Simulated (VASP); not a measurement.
Input of a VASP 6.6.1 run:

The input INCAR:

```
SYSTEM = EuNi3
PREC = Accurate ; ENCUT = 520
EDIFF = 1E-6 ; ISMEAR = -1
SIGMA = 0.05 ; LREAL = .False.
LASPH = .True. ; NELM = 150
ALGO = Normal ; ISIF = 2
LWAVE = .False. ; LCHARG = .False.
ISPIN = 2 ; MAGMOM = 7 1 1 1
LORBIT = 11 ; LMAXMIX = 6
GGA = PE ; NBANDS = 36
```

The input KPOINTS:

```
Automatic mesh
0
Gamma
  7 7 7
  0 0 0
```

File POSCAR:

```
EuNi3
1.0
    3.8879240000      0.0000000000      0.0000000000
    0.0000000000      3.8879240000      0.0000000000
    0.0000000000      0.0000000000      3.8879240000
Eu Ni
1 3
Direct
    0.0000000000      0.0000000000      0.0000000000
    0.5000000000      0.0000000000      0.5000000000
    0.0000000000      0.5000000000      0.5000000000
    0.5000000000      0.5000000000      0.0000000000
```

Potentials or basis: VASP PAW PBE potentials, release 64 (Eu, Ni).

Launch:

```console
$ cat potpaw_PBE.64/Eu/POTCAR potpaw_PBE.64/Ni/POTCAR > POTCAR
$ mpirun -np 1 vasp_std > vasp.out
```

(1) Estimate the pressure.

(2) Estimate the site moments.

(3) What does it give for the net moment?

Results:

(1) 1.4 GPa.

(2) Eu +6.30; Ni -0.22 μB.

(3) 5.95 μB per cell.
